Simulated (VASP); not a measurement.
Wanted: the native input for a VASP 6.6.1 run.

```yaml
Task: single point
Functional: PBE
Potentials_or_basis: VASP PAW PBE potentials, release 64 (Bi_d, In_d, Si)
Cutoff: 520 eV
k_mesh: 1 × 1 × 1, shifted
Occupations: fermi-dirac, width 0.05 eV
Spin: no spin polarisation
Dipole_correction: no
Further_INCAR_settings: LREAL = Auto; ALGO = Normal; EDIFF = 1e-06; NBANDS = 176; ISYM = 0
```

The structure of In11Si2Bi11 lies in POSCAR:

```
In11Si2Bi11
1.0
    9.1617040000     -0.1627120000      0.1438240000
   -0.1627120000      8.9767840000      0.1858420000
    0.1438240000      0.1858420000      8.6471420000
Bi In Si
11 11 2
Direct
    0.5080708971      0.8211725787      0.0531654108
    0.5278369590      0.5562356426      0.3535379011
    0.0586663969      0.7601081621      0.8295107613
    0.9757880602      0.5231871703      0.4488017090
    0.0038115127      0.2004146320      0.7531629938
    0.8283784106      0.9565196421      0.5121010827
    0.8733820221      0.0800496047      0.1399937835
    0.1669564981      0.8531106646      0.4121170737
    0.4283698195      0.2839093189      0.1909970790
    0.2759214468      0.4452084037      0.6252303309
    0.5222041697      0.9794179093      0.3667678320
    0.2331667042      0.0786959034      0.9932517620
    0.8408118847      0.5059793068      0.8308091697
    0.5697226456      0.1768338924      0.8545218809
    0.1573055787      0.1784239311      0.4101301936
    0.8091684245      0.7215287727      0.1012821127
    0.6327357640      0.6971917432      0.6287384784
    0.1723215341      0.6670448291      0.1392765474
    0.7041674767      0.3014480543      0.5325622162
    0.3671959449      0.9207759563      0.7185152696
    0.4716150570      0.5091968040      0.8772866554
    0.7596613475      0.3947719072      0.1645046728
    0.1493384731      0.4501935941      0.9367769912
    0.0476470419      0.3483852915      0.1851316415
```

These files were run (other wordings do the same):

INCAR

```
PREC = Accurate
ENCUT = 520
EDIFF = 1E-6
ISMEAR = -1
SIGMA = 0.05
LREAL = Auto
LASPH = T
NELM = 60
ALGO = Normal
ISIF = 2
LWAVE = F
LCHARG = T
GGA = PE
LELF = T
LVHAR = T
NBANDS = 176
ISYM = 0
```

KPOINTS

```
Automatic mesh
0
Gamma
  1 1 1
  0.25 0.25 0.25
```

Potentials or basis: VASP PAW PBE potentials, release 64 (Bi_d, In_d, Si).

Run with:

```bash
$ cat potpaw_PBE.64/Bi_d/POTCAR potpaw_PBE.64/In_d/POTCAR potpaw_PBE.64/Si/POTCAR > POTCAR
$ mpirun -np 1 vasp_std > vasp.out
```

Results of the run:

```
Pressure      : 2.6 GPa
Largest force : 0.996 eV/Å
```

Caveat: the k points lie up to 0.73 Å⁻¹ apart; the atoms stand as in a frame of molecular dynamics.

Run time: 4.3 min on 1 thread of Intel(R) Xeon(R) Platinum 8259CL CPU @ 2.50GHz (Skylake/Cascade Lake), with other jobs on the host, peak memory 0.66 GiB.
